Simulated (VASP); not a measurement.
# Pd (Im-3m) in VASP: a series of runs, part 2 of 2

VASP 6.6.1. Earlier steps stand in the parts before.

## 3. Single point, RPBE

This run uses another cell than the first one, of 15.55 Å³/atom, 1.061 times its volume.

INCAR reads:

```
SYSTEM = Pd
PREC = Accurate ; ENCUT = 520
EDIFF = 1E-6 ; ISMEAR = -1
SIGMA = 0.05 ; LREAL = .FALSE.
LASPH = .TRUE. ; NELM = 60
ALGO = Normal ; ISIF = 2
LWAVE = .FALSE. ; LCHARG = .FALSE.
GGA = RP ; NBANDS = 11
```

KPOINTS reads:

```
regular mesh
0
G
  12 12 12
  0 0 0
```

POSCAR reads:

```
Pd
1.0
   -1.5722810000      1.5722810000      1.5722810000
    1.5722810000     -1.5722810000      1.5722810000
    1.5722810000      1.5722810000     -1.5722810000
Pd
1
Direct
    0.0000000000      0.0000000000      0.0000000000
```

Potentials or basis: VASP PAW PBE potentials, release 64 (Pd).

Launch:

```console
cat potpaw_PBE.64/Pd/POTCAR > POTCAR
mpirun -np 1 vasp_std > vasp.out
```

OUTCAR:

```text
SYSTEM = Pd
   PREC = Accurate
   ENCUT = 520
   EDIFF = 1E-6
   ISMEAR = -1
   LREAL = .FALSE.
   LASPH = .TRUE.
   NELM = 60
   ISIF = 2
   GGA = RP

 ion  position               nearest neighbor table
   1  0.000  0.000  0.000-

  LATTYP: Found a body centered cubic cell.
 ALAT       =     3.1445620000

  Lattice vectors:

 A1 = (  -1.5722810000,   1.5722810000,   1.5722810000)
 A2 = (   1.5722810000,  -1.5722810000,   1.5722810000)
 A3 = (   1.5722810000,   1.5722810000,  -1.5722810000)

Analysis of symmetry for initial positions (statically):
=====================================================================
 Subroutine PRICEL returns:
 Original cell was already a primitive cell.

 Routine SETGRP: Setting up the symmetry group for a
 body centered cubic supercell.

 Subroutine GETGRP returns: Found 48 space group operations
 (whereof 48 operations were pure point group operations)
 out of a pool of 48 trial point group operations.

The static configuration has the point symmetry O_h .

Analysis of symmetry for dynamics (positions and initial velocities):
=====================================================================
 Subroutine PRICEL returns:
 Original cell was already a primitive cell.

 Routine SETGRP: Setting up the symmetry group for a
 body centered cubic supercell.

 Subroutine GETGRP returns: Found 48 space group operations
 (whereof 48 operations were pure point group operations)
 out of a pool of 48 trial point group operations.

The dynamic configuration has the point symmetry O_h .

 Subroutine INISYM returns: Found 48 space group operations
 (whereof 48 operations are pure point group operations),
 and found     1 'primitive' translations

----------------------------------------------------------------------------------------

                                     Primitive cell
[... 112 lines left out ...]
  Thomas-Fermi vector in A             =   2.534834
   LORBIT       =      0    0 simple, 1 ext, 2 COOP (PROOUT), +10 PAW based schemes
   GGA     = RP    functional components
   LHFCALC =     F    Hartree Fock is set to
   AEXX    =    0.0000 exact exchange contribution
   IVDW    =     0    specifies the selected vdW correction
   LEPSILON=     F    determine dielectric tensor
   LRPA    =     F    only Hartree local field effects (RPA)
 non-spin polarized calculation
  energy-cutoff  :      520.00
  volume of cell :       15.55
 maximum number of plane-waves:       430
   NGX = 11   NGY = 11   NGZ = 11

 number of electron      10.0000005 magnetization

 Free energy of the ion-electron system (eV)
  ---------------------------------------------------
  ext. energy  EPLUGINS =         0.00000000
  ---------------------------------------------------
  free energy    TOTEN  =        -4.59224924 eV

  energy without entropy =       -4.58173578  energy(sigma->0) =       -4.58699251

 E-fermi :   9.0156     XC(G=0): -12.7426

 val. band max:        9.0077545856   @ k =  -0.2500   0.2500   0.1667
 cond. band min:       9.0823532940   @ k =  -0.4167   0.4167   0.2500
 fundamental gap:      0.0745987083
 Fermi energy:         9.0155915493

 k-point     1 :       0.0000    0.0000    0.0000
  band No.  band energies     occupation
      1       2.3433      2.00000
      2       6.3088      2.00000
      3       6.3088      2.00000
      4       6.3088      2.00000
      5       8.1379      2.00000
      6       8.1379      2.00000
      7      28.3050      0.00000
      8      28.3050      0.00000
      9      28.3050      0.00000
     10      35.9167      0.00000
     11      36.3180      0.00000
[... 309 lines left out ...]
 k-point    24 :       0.4167    0.0833    0.0833
  band No.  band energies     occupation
      1       4.4967      2.00000
      2       5.2077      2.00000
      3       8.0449      2.00000
      4       8.1463      2.00000
      5       8.3615      2.00000
      6      12.5535      0.00000
      7      16.5786      0.00000
      8      23.3279      0.00000
      9      24.1381      0.00000
     10      33.0846      0.00000
     11      35.6131      0.00000

 [... further k-points ...]

------------------------ aborting loop because EDIFF is reached ----------------------------------------

  FORCE on cell =-STRESS in cart. coord.  units (eV):
  Direction    XX          YY          ZZ          XY          YZ          ZX
  --------------------------------------------------------------------------------------
  -------------------------------------------------------------------------------------
  Total        0.2984337      0.2984337      0.2984337     -0.0000000     -0.0000000      0.0000000
  in kB       30.7544522     30.7544522     30.7544522     -0.0000000     -0.0000000      0.0000000
  external PRESSURE =      30.7544522 kB  Pullay stress =       0.0000000 kB

 VOLUME and BASIS-vectors are now :
 -----------------------------------------------------------------------------
  energy-cutoff  :      520.00
  volume of cell :       15.55
      direct lattice vectors                 reciprocal lattice vectors
    -1.572281000  1.572281000  1.572281000     0.000000000  0.318009313  0.318009313
     1.572281000 -1.572281000  1.572281000     0.318009313  0.000000000  0.318009313
     1.572281000  1.572281000 -1.572281000     0.318009313  0.318009313  0.000000000

 POSITION                                       TOTAL-FORCE (eV/Angst)
 -----------------------------------------------------------------------------------
      0.00000      0.00000      0.00000        -0.000000     -0.000000      0.000000
 -----------------------------------------------------------------------------------
    total drift:                                0.000000     -0.000000      0.000000

  FREE ENERGIE OF THE ION-ELECTRON SYSTEM (eV)
  ---------------------------------------------------
  free  energy   TOTEN  =        -4.5922492367 eV

  energy  without entropy=       -4.5817357772  energy(sigma->0) =       -4.58699251
```

OSZICAR:

```text
N       E                     dE             d eps       ncg     rms          rms(c)
DAV:   1     0.430180869078E+02    0.43018E+02   -0.50753E+03  1600   0.842E+02
DAV:   2    -0.420997301147E+01   -0.47228E+02   -0.45786E+02  1777   0.182E+02
DAV:   3    -0.479293417780E+01   -0.58296E+00   -0.58190E+00  1913   0.215E+01
DAV:   4    -0.479560573449E+01   -0.26716E-02   -0.26712E-02  1910   0.156E+00
DAV:   5    -0.479563682424E+01   -0.31090E-04   -0.31089E-04  2076   0.149E-01    0.633E+00
DAV:   6    -0.460125099722E+01    0.19439E+00   -0.83379E-01  1932   0.735E+00    0.329E+00
DAV:   7    -0.459467568081E+01    0.65753E-02   -0.55568E-03  1965   0.613E-01    0.178E+00
DAV:   8    -0.459224156513E+01    0.24341E-02   -0.96802E-04  1942   0.229E-01    0.471E-02
DAV:   9    -0.459224490616E+01   -0.33410E-05   -0.76680E-06  2028   0.244E-02    0.157E-02
DAV:  10    -0.459224934357E+01   -0.44374E-05   -0.22628E-06  1926   0.156E-02    0.136E-03
DAV:  11    -0.459224923674E+01    0.10683E-06   -0.23144E-08  1209   0.110E-03
   1 F= -.45922492E+01 E0= -.45869925E+01  d E =-.105135E-01
```

Wall time 4.5 s (1 thread of Intel Xeon 6975P-C (Granite Rapids), shared host); peak memory 0.13 GiB.

What came out:

```
Free energy            : -4.5922 eV
Pressure               : 3.1 GPa
Band gap on the k mesh : zero (band 5 reaches 9.57 eV, above the bottom of band 6 at 8.03 eV)
```

Caveat: the PAW data sets were made with another functional, which shifts forces and pressure a little.

## 4. Single point, RPBE

This run uses another cell than the first one, of 15.89 Å³/atom, 1.084 times its volume.

INCAR reads:

```
PREC = Accurate
ENCUT = 520
EDIFF = 1E-6
ISMEAR = -1
SIGMA = 0.05
LREAL = False
LASPH = True
NELM = 100
ALGO = Normal
ISIF = 2
LWAVE = False
LCHARG = False
GGA = RP
NBANDS = 11
```

KPOINTS reads:

```
regular mesh
0
Gamma
  12 12 12
```

POSCAR reads:

```
Pd
1.0
   -1.5838005025      1.5838005025      1.5838005025
    1.5838005025     -1.5838005025      1.5838005025
    1.5838005025      1.5838005025     -1.5838005025
Pd
1
Direct
    0.0000000000      0.0000000000      0.0000000000
```

Potentials or basis: VASP PAW PBE potentials, release 64 (Pd).

Launch:

```console
cat potpaw_PBE.64/Pd/POTCAR > POTCAR
mpirun -np 1 vasp_std > vasp.out
```

OUTCAR:

```text
PREC = Accurate
   ENCUT = 520
   EDIFF = 1E-6
   ISMEAR = -1
   LREAL = False
   LASPH = True
   NELM = 100
   ISIF = 2
   GGA = RP

 ion  position               nearest neighbor table
   1  0.000  0.000  0.000-

  LATTYP: Found a body centered cubic cell.
 ALAT       =     3.1676010050

  Lattice vectors:

 A1 = (  -1.5838005025,   1.5838005025,   1.5838005025)
 A2 = (   1.5838005025,  -1.5838005025,   1.5838005025)
 A3 = (   1.5838005025,   1.5838005025,  -1.5838005025)

Analysis of symmetry for initial positions (statically):
=====================================================================
 Subroutine PRICEL returns:
 Original cell was already a primitive cell.

 Routine SETGRP: Setting up the symmetry group for a
 body centered cubic supercell.

 Subroutine GETGRP returns: Found 48 space group operations
[... 9 lines left out ...]

 Routine SETGRP: Setting up the symmetry group for a
 body centered cubic supercell.

 Subroutine GETGRP returns: Found 48 space group operations
[... 11 lines left out ...]
                                     Primitive cell

  volume of cell :      15.8914

  direct lattice vectors                    reciprocal lattice vectors
    -1.583800502  1.583800502  1.583800502     0.000000000  0.315696326  0.315696326
     1.583800502 -1.583800502  1.583800502     0.315696326  0.000000000  0.315696326
     1.583800502  1.583800502 -1.583800502     0.315696326  0.315696326  0.000000000

  length of vectors
     2.743222939  2.743222939  2.743222939     0.446462026  0.446462026  0.446462026

  position of ions in fractional coordinates (direct lattice)
     0.000000000  0.000000000  0.000000000

  ion indices of the primitive-cell ions
   primitive index   ion index
                 1           1

[... 83 lines left out ...]
   NUPDOWN=      -1.0000    fix difference up-down
   EMIN   =  10.00;   EMAX   =-10.00  energy-range for DOS
   EFERMI =   0.00;   METHOD = LEGACY
   ISMEAR =    -1;   SIGMA  =   0.05  broadening in eV -4-tet -1-fermi 0-gaus
   EFERMI_NEDOS =   21; number of points for ismear=-14 and -15
   IALGO  =     38    algorithm
   IMIX   =      4    mixing-type and parameters
     AMIX     =   0.40;   BMIX     =  1.00
     AMIX_MAG =   1.60;   BMIX_MAG =  1.00
  volume/ion in A,a.u.               =      15.89       107.24
  Fermi-wavevector in a.u.,A,eV,Ry     =   1.402882  2.651062 26.777311  1.968077
  Thomas-Fermi vector in A             =   2.525599
   LORBIT       =      0    0 simple, 1 ext, 2 COOP (PROOUT), +10 PAW based schemes
   GGA     = RP    functional components
   LHFCALC =     F    Hartree Fock is set to
   AEXX    =    0.0000 exact exchange contribution
   IVDW    =     0    specifies the selected vdW correction
   LEPSILON=     F    determine dielectric tensor
   LRPA    =     F    only Hartree local field effects (RPA)
 non-spin polarized calculation
  energy-cutoff  :      520.00
  volume of cell :       15.89
 maximum number of plane-waves:       442
   NGX = 11   NGY = 11   NGZ = 11

 number of electron      10.0000000 magnetization

 Free energy of the ion-electron system (eV)
  ---------------------------------------------------
  ext. energy  EPLUGINS =         0.00000000
  ---------------------------------------------------
  free energy    TOTEN  =        -4.59537835 eV

  energy without entropy =       -4.58440367  energy(sigma->0) =       -4.58989101

 E-fermi :   8.6771     XC(G=0): -12.6061

 val. band max:        8.6698837699   @ k =  -0.2500   0.2500   0.1667
 cond. band min:       8.7373297245   @ k =  -0.4167   0.4167   0.2500
 fundamental gap:      0.0674459546
 Fermi energy:         8.6770763175

 k-point     1 :       0.0000    0.0000    0.0000
  band No.  band energies     occupation
      1       2.1629      2.00000
      2       6.0598      2.00000
      3       6.0598      2.00000
      4       6.0598      2.00000
      5       7.8286      2.00000
      6       7.8286      2.00000
      7      27.9059      0.00000
      8      27.9059      0.00000
      9      27.9059      0.00000
     10      35.6901      0.00000
     11      35.6912      0.00000
[... 309 lines left out ...]
 k-point    24 :       0.4167    0.0833    0.0833
  band No.  band energies     occupation
      1       4.3059      2.00000
      2       4.9971      2.00000
      3       7.7490      2.00000
      4       7.8341      2.00000
      5       8.0412      1.99999
      6      12.1787      0.00000
      7      16.0720      0.00000
      8      22.8803      0.00000
      9      23.5894      0.00000
     10      32.4904      0.00000
     11      35.3634      0.00000

 [... further k-points ...]
[... 5 lines left out ...]
  --------------------------------------------------------------------------------------
  -------------------------------------------------------------------------------------
  Total       -0.0251247     -0.0251247     -0.0251247     -0.0000000      0.0000000     -0.0000000
  in kB       -2.5330855     -2.5330855     -2.5330855     -0.0000000      0.0000000     -0.0000000
  external PRESSURE =      -2.5330855 kB  Pullay stress =       0.0000000 kB

 VOLUME and BASIS-vectors are now :
 -----------------------------------------------------------------------------
  energy-cutoff  :      520.00
  volume of cell :       15.89
      direct lattice vectors                 reciprocal lattice vectors
    -1.583800502  1.583800502  1.583800502     0.000000000  0.315696326  0.315696326
     1.583800502 -1.583800502  1.583800502     0.315696326  0.000000000  0.315696326
     1.583800502  1.583800502 -1.583800502     0.315696326  0.315696326  0.000000000

 POSITION                                       TOTAL-FORCE (eV/Angst)
 -----------------------------------------------------------------------------------
      0.00000      0.00000      0.00000         0.000000     -0.000000      0.000000
 -----------------------------------------------------------------------------------
    total drift:                                0.000000     -0.000000      0.000000

  FREE ENERGIE OF THE ION-ELECTRON SYSTEM (eV)
  ---------------------------------------------------
  free  energy   TOTEN  =        -4.5953783478 eV

  energy  without entropy=       -4.5844036683  energy(sigma->0) =       -4.58989101
```

It took 5.7 s on 1 thread of Intel Xeon 6975P-C (Granite Rapids), shared host; peak memory 0.13 GiB.

What came out:

| Quantity | Value |
| --- | --- |
| Free energy | -4.5954 eV |
| Pressure | -0.3 GPa |
| Band gap on the k mesh | zero (band 5 reaches 9.21 eV, above the bottom of band 6 at 7.73 eV) |

Levels at points of the mesh, in eV from the Fermi level:
```
           k point  band 2  band 3  band 4  band 5  band 6  band 7  band 8  band 9
(0.00, 0.00, 0.00)   -2.62   -2.62   -2.62   -0.85   -0.85   19.23   19.23   19.23
(0.50, 0.00, 0.00)   -3.68   -0.92   -0.65    0.53    1.59    7.41   14.99   17.22
(0.50, 0.50, 0.50)   -4.64    0.19    0.19    0.19    9.04    9.04    9.04   16.65
```

Caveat: the PAW data sets were made with another functional, which shifts forces and pressure a little.

## 5. Single point, revPBE

This run uses another cell than the first one, of 15.55 Å³/atom, 1.061 times its volume.

INCAR reads:

```
SYSTEM = Pd
PREC = Accurate
ENCUT = 520
EDIFF = 1E-6
ISMEAR = -1
SIGMA = 0.05
LREAL = .FALSE.
LASPH = .TRUE.
NELM = 60
ALGO = Normal
ISIF = 2
LWAVE = .FALSE.
LCHARG = .FALSE.
GGA = RE
NBANDS = 11
```

KPOINTS reads:

```
regular mesh
0
G
  12 12 12
  0 0 0
```

POSCAR reads:

```
Pd
1.0
   -1.5722810000      1.5722810000      1.5722810000
    1.5722810000     -1.5722810000      1.5722810000
    1.5722810000      1.5722810000     -1.5722810000
Pd
1
Direct
    0.0000000000      0.0000000000      0.0000000000
```

Potentials or basis: VASP PAW PBE potentials, release 64 (Pd).

Launch:

```console
cat potpaw_PBE.64/Pd/POTCAR > POTCAR
mpirun -np 1 vasp_std > vasp.out
```

OUTCAR:

```text
SYSTEM = Pd
   PREC = Accurate
   ENCUT = 520
   EDIFF = 1E-6
   ISMEAR = -1
   LREAL = .FALSE.
   LASPH = .TRUE.
   NELM = 60
   ISIF = 2
   GGA = RE

 ion  position               nearest neighbor table
   1  0.000  0.000  0.000-

  LATTYP: Found a body centered cubic cell.
 ALAT       =     3.1445620000

  Lattice vectors:

 A1 = (  -1.5722810000,   1.5722810000,   1.5722810000)
 A2 = (   1.5722810000,  -1.5722810000,   1.5722810000)
 A3 = (   1.5722810000,   1.5722810000,  -1.5722810000)

Analysis of symmetry for initial positions (statically):
[... 504 lines left out ...]
      4       8.1162      2.00000
      5       8.3324      2.00000
      6      12.5171      0.00000
      7      16.5368      0.00000
      8      23.2920      0.00000
      9      24.0908      0.00000
     10      33.0530      0.00000
     11      35.5561      0.00000

 [... further k-points ...]
[... 5 lines left out ...]
  --------------------------------------------------------------------------------------
  -------------------------------------------------------------------------------------
  Total        0.1759533      0.1759533      0.1759533      0.0000000     -0.0000000      0.0000000
  in kB       18.1324973     18.1324973     18.1324973      0.0000000     -0.0000000      0.0000000
  external PRESSURE =      18.1324973 kB  Pullay stress =       0.0000000 kB

 VOLUME and BASIS-vectors are now :
 -----------------------------------------------------------------------------
  energy-cutoff  :      520.00
  volume of cell :       15.55
      direct lattice vectors                 reciprocal lattice vectors
    -1.572281000  1.572281000  1.572281000     0.000000000  0.318009313  0.318009313
     1.572281000 -1.572281000  1.572281000     0.318009313  0.000000000  0.318009313
     1.572281000  1.572281000 -1.572281000     0.318009313  0.318009313  0.000000000

 POSITION                                       TOTAL-FORCE (eV/Angst)
 -----------------------------------------------------------------------------------
      0.00000      0.00000      0.00000        -0.000000      0.000000      0.000000
 -----------------------------------------------------------------------------------
    total drift:                                0.000000     -0.000000      0.000000

  FREE ENERGIE OF THE ION-ELECTRON SYSTEM (eV)
  ---------------------------------------------------
  free  energy   TOTEN  =        -4.7109281552 eV

  energy  without entropy=       -4.7004201264  energy(sigma->0) =       -4.70567414
```

It took 4.5 s on 1 thread of Intel Xeon 6975P-C (Granite Rapids), shared host; peak memory 0.13 GiB.

Results:

```
Free energy            : -4.7109 eV
Pressure               : 1.8 GPa
Band gap on the k mesh : zero (band 5 reaches 9.55 eV, above the bottom of band 6 at 8.00 eV)
```

Caveat: the PAW data sets were made with another functional, which shifts forces and pressure a little.

## 6. The runs side by side

```csv
level,cell,gap on the mesh (eV),pressure (GPa)
PBEsol,"a = 2.670 Å, angles 109.5°, 1 atom",none,-0.4
RPBE,"a = 2.723 Å, angles 109.5°, 1 atom",none,3.1
RPBE,"a = 2.743 Å, angles 109.5°, 1 atom",none,-0.3
revPBE,"a = 2.723 Å, angles 109.5°, 1 atom",none,1.8
```

Alike in all rows: task single point; potentials or basis VASP PAW PBE potentials, release 64 (Pd); no spin polarisation; k mesh 12 × 12 × 12; cutoff (eV) 520; smearing fermi-dirac 0.05 eV.

Caveats: the PAW data sets were made with another functional, which shifts forces and pressure a little.

Total energies depend on the potentials used, so only differences within one code and one set of settings carry meaning.
